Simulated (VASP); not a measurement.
# NaI (F-43m) in VASP: a series of runs

Aim: see how the results for NaI move with the level of theory and the settings. Levels: r2SCAN, PBE-based screened hybrid with 10 % exact exchange, HSE06. Tasks: single point.

Everything below comes from runs of VASP 6.6.1. Logs are shortened: lines on timing, memory, paths and dates and some standing lists are left out, and cuts for length are marked.

## 1. The cell of the first run

It takes space group F-43m (No. 216, cubic). Conventional cell: a = 7.086 Å, b = 7.086 Å, c = 7.086 Å, α = 90.00°, β = 90.00°, γ = 90.00°. Na (site symmetry -43m) has 4 I at 3.07 Å within 4.0 Å. I (site symmetry -43m) has 4 Na at 3.07 Å within 4.0 Å.

## 2. Single point, r2SCAN

POSCAR reads:

```
NaI
1.0
    0.0000000000      3.5431916648      3.5431916648
    3.5431916648      0.0000000000      3.5431916648
    3.5431916648      3.5431916648      0.0000000000
Na I
1 1
Direct
    0.0000000000      0.0000000000      0.0000000000
    0.2500000000      0.2500000000      0.2500000000
```

INCAR.step1 reads:

```
ALGO     = Normal         # electronic algorithm
EDIFF    = 1E-4           # SCF threshold, eV
ENCUT    = 520            # plane-wave cutoff, eV
GGA      = PE             # functional
ISMEAR   = 1              # smearing method
LASPH    = T              # aspherical terms in the spheres
LCHARG   = F              # write CHGCAR
LREAL    = F              # projectors in reciprocal space
LWAVE    = T              # write WAVECAR
NBANDS   = 14             # bands
NELM     = 100            # most SCF steps
PREC     = Accurate       # precision mode
SIGMA    = 0.001          # smearing width, eV
```

INCAR.step2 reads:

```
ALGO     = Normal         # electronic algorithm
EDIFF    = 1E-6           # SCF threshold, eV
ENCUT    = 520            # plane-wave cutoff, eV
ISIF     = 2              # what is computed and relaxed
ISMEAR   = 1              # smearing method
ISTART   = 1            
LASPH    = T              # aspherical terms in the spheres
LCHARG   = F              # write CHGCAR
LMIXTAU  = T            
LREAL    = F              # projectors in reciprocal space
LWAVE    = F              # write WAVECAR
METAGGA  = R2SCAN         # meta-GGA
NBANDS   = 14             # bands
NELM     = 100            # most SCF steps
PREC     = Accurate       # precision mode
SIGMA    = 0.001          # smearing width, eV
```

KPOINTS reads:

```
k-points
0
Gamma
  4 4 4
```

Potentials or basis: VASP PAW PBE potentials, release 64 (Na_pv, I).

Command:

```console
cat potpaw_PBE.64/Na_pv/POTCAR potpaw_PBE.64/I/POTCAR > POTCAR
cp INCAR.step1 INCAR
mpirun -np 1 vasp_std > vasp.out
cp INCAR.step2 INCAR
mpirun -np 1 vasp_std > vasp.out
```

OUTCAR:

```text
EDIFF = 1E-6
   ENCUT = 520
   ISIF = 2
   ISMEAR = 1
   ISTART = 1
   LASPH = T
   LREAL = F
   METAGGA = R2SCAN
   NELM = 100
   PREC = Accurate

 ion  position               nearest neighbor table
   1  0.000  0.000  0.000-   2 3.07   2 3.07   2 3.07   2 3.07
   2  0.250  0.250  0.250-   1 3.07   1 3.07   1 3.07   1 3.07

  LATTYP: Found a face centered cubic cell.
 ALAT       =     7.0863833296

  Lattice vectors:

 A1 = (   0.0000000000,   3.5431916648,   3.5431916648)
 A2 = (   3.5431916648,   0.0000000000,   3.5431916648)
 A3 = (   3.5431916648,   3.5431916648,   0.0000000000)

Analysis of symmetry for initial positions (statically):
=====================================================================
 Subroutine PRICEL returns:
 Original cell was already a primitive cell.

 Routine SETGRP: Setting up the symmetry group for a
 face centered cubic supercell.

 Subroutine GETGRP returns: Found 24 space group operations
 (whereof 24 operations were pure point group operations)
 out of a pool of 48 trial point group operations.

The static configuration has the point symmetry T_d .

Analysis of symmetry for dynamics (positions and initial velocities):
=====================================================================
 Subroutine PRICEL returns:
 Original cell was already a primitive cell.

 Routine SETGRP: Setting up the symmetry group for a
 face centered cubic supercell.

 Subroutine GETGRP returns: Found 24 space group operations
 (whereof 24 operations were pure point group operations)
 out of a pool of 48 trial point group operations.

The dynamic configuration has the point symmetry T_d .

 Subroutine INISYM returns: Found 24 space group operations
 (whereof 24 operations are pure point group operations),
 and found     1 'primitive' translations

----------------------------------------------------------------------------------------

                                     Primitive cell

  volume of cell :      88.9639

  direct lattice vectors                    reciprocal lattice vectors
     0.000000000  3.543191665  3.543191665    -0.141115708  0.141115708  0.141115708
     3.543191665  0.000000000  3.543191665     0.141115708 -0.141115708  0.141115708
     3.543191665  3.543191665  0.000000000     0.141115708  0.141115708 -0.141115708

  length of vectors
     5.010829706  5.010829706  5.010829706     0.244419576  0.244419576  0.244419576

  position of ions in fractional coordinates (direct lattice)
[... 72 lines left out ...]
   PSTRESS=    0.0 pullay stress
   NELECT =      14.0000    total number of electrons
   NUPDOWN=      -1.0000    fix difference up-down
   EMIN   =  10.00;   EMAX   =-10.00  energy-range for DOS
   EFERMI =   0.00;   METHOD = LEGACY
   ISMEAR =     1;   SIGMA  =   0.00  broadening in eV -4-tet -1-fermi 0-gaus
   EFERMI_NEDOS =   21; number of points for ismear=-14 and -15
   IALGO  =     38    algorithm
   IMIX   =      4    mixing-type and parameters
     AMIX     =   0.40;   BMIX     =  1.00
     AMIX_MAG =   1.60;   BMIX_MAG =  1.00
  volume/ion in A,a.u.               =      44.48       300.18
  Fermi-wavevector in a.u.,A,eV,Ry     =   0.883852  1.670238 10.628794  0.781194
  Thomas-Fermi vector in A             =   2.004674
   LORBIT       =      0    0 simple, 1 ext, 2 COOP (PROOUT), +10 PAW based schemes
   METAGGA = R2SCAN    functional components
   LHFCALC =     F    Hartree Fock is set to
   AEXX    =    0.0000 exact exchange contribution
   IVDW    =     0    specifies the selected vdW correction
   LEPSILON=     F    determine dielectric tensor
   LRPA    =     F    only Hartree local field effects (RPA)
 non-spin polarized calculation
 Methfessel and Paxton  Order N= 1 SIGMA  =   0.00
  energy-cutoff  :      520.00
  volume of cell :       88.96
 maximum number of plane-waves:      2421
 NGX is ok and might be reduce to    40
   NGX = 19   NGY = 19   NGZ = 19

 number of electron      14.0000001 magnetization

 Free energy of the ion-electron system (eV)
  ---------------------------------------------------
  ext. energy  EPLUGINS =         0.00000000
  ---------------------------------------------------
  free energy    TOTEN  =       -30.91702159 eV

  energy without entropy =      -30.91702159  energy(sigma->0) =      -30.91702159

 E-fermi :  -1.3986     XC(G=0):  -6.8012

 val. band max:       -1.4598872794   @ k =   0.0000   0.0000   0.0000
 cond. band min:       2.9640324297   @ k =   0.0000   0.0000   0.0000
 fundamental gap:      4.4239197091
 Fermi energy:        -1.3985790136

 k-point     1 :       0.0000    0.0000    0.0000
  band No.  band energies     occupation
      1     -24.3445      2.00000
      2     -24.3442      2.00000
      3     -24.3442      2.00000
      4     -12.1956      2.00000
      5      -1.4599      2.00000
      6      -1.4599      2.00000
      7      -1.4599      2.00000
      8       2.9640      0.00000
      9       7.1065      0.00000
     10       7.1065      0.00000
     11       7.1067      0.00000
     12       8.8087      0.00000
     13       8.8087      0.00000
     14      10.4060      0.00000
[... 105 lines left out ...]
      1     -24.3469      2.00000
      2     -24.3454      2.00000
      3     -24.3451      2.00000
      4     -12.0128      2.00000
      5      -2.2946      2.00000
      6      -2.1994      2.00000
      7      -1.9105      2.00000
      8       4.9792      0.00000
      9       6.6524      0.00000
     10       6.6888      0.00000
     11       7.0850      0.00000
     12      10.1832      0.00000
     13      10.5941      0.00000
     14      11.0339      0.00000

------------------------ aborting loop because EDIFF is reached ----------------------------------------

  FORCE on cell =-STRESS in cart. coord.  units (eV):
  Direction    XX          YY          ZZ          XY          YZ          ZX
  --------------------------------------------------------------------------------------
  -------------------------------------------------------------------------------------
  Total       -0.0373273     -0.0373273     -0.0373273      0.0000000      0.0000000      0.0000000
  in kB       -0.6722379     -0.6722379     -0.6722379      0.0000000      0.0000000      0.0000000
  external PRESSURE =      -0.6722379 kB  Pullay stress =       0.0000000 kB

 VOLUME and BASIS-vectors are now :
 -----------------------------------------------------------------------------
  energy-cutoff  :      520.00
  volume of cell :       88.96
      direct lattice vectors                 reciprocal lattice vectors
     0.000000000  3.543191665  3.543191665    -0.141115708  0.141115708  0.141115708
     3.543191665  0.000000000  3.543191665     0.141115708 -0.141115708  0.141115708
     3.543191665  3.543191665  0.000000000     0.141115708  0.141115708 -0.141115708

 POSITION                                       TOTAL-FORCE (eV/Angst)
 -----------------------------------------------------------------------------------
      0.00000      0.00000      0.00000        -0.000000      0.000000      0.000000
      1.77160      1.77160      1.77160         0.000000     -0.000000     -0.000000
 -----------------------------------------------------------------------------------
    total drift:                               -0.000007     -0.000007     -0.000007

  FREE ENERGIE OF THE ION-ELECTRON SYSTEM (eV)
  ---------------------------------------------------
  free  energy   TOTEN  =       -30.9170215901 eV

  energy  without entropy=      -30.9170215901  energy(sigma->0) =      -30.91702159
```

OUTCAR.step1:

```text
EDIFF = 1E-4
   ENCUT = 520
   GGA = PE
   ISMEAR = 1
   LASPH = T
[... 338 lines left out ...]
 -----------------------------------------------------------------------------------
      0.00000      0.00000      0.00000         0.000000      0.000000      0.000000
      1.77160      1.77160      1.77160        -0.000000     -0.000000     -0.000000
 -----------------------------------------------------------------------------------
    total drift:                                0.000001      0.000001      0.000001

  FREE ENERGIE OF THE ION-ELECTRON SYSTEM (eV)
  ---------------------------------------------------
  free  energy   TOTEN  =        -5.2891331534 eV

  energy  without entropy=       -5.2891331534  energy(sigma->0) =       -5.28913315
```

Wall time 55 s (1 thread of Intel Xeon Platinum 8259CL at 2.50GHz (Skylake/Cascade Lake), shared host); peak memory 0.25 GiB.

Results:

```
Free energy            : -30.9170 eV
Pressure               : -0.1 GPa
Band gap on the k mesh : 4.42 eV
```

Levels at points of the mesh, in eV from the valence-band top:
```tsv
k point	band 5	band 6	band 7	band 8	band 9	band 10
(0.00, 0.00, 0.00)	0.00	0.00	0.00	4.42	8.57	8.57
(0.50, 0.00, 0.00)	-1.22	-0.13	-0.13	6.09	8.19	8.24
(0.50, 0.50, 0.00)	-1.12	-0.40	-0.40	5.57	6.85	9.84
```

Caveat: the structure was generated, so it needn't be the stable form of NaI; the PAW data sets were made with another functional, which shifts forces and pressure a little; spin-orbit coupling is left out, which moves the levels of the heavy elements.

(Part 1 of 2 ends here.)
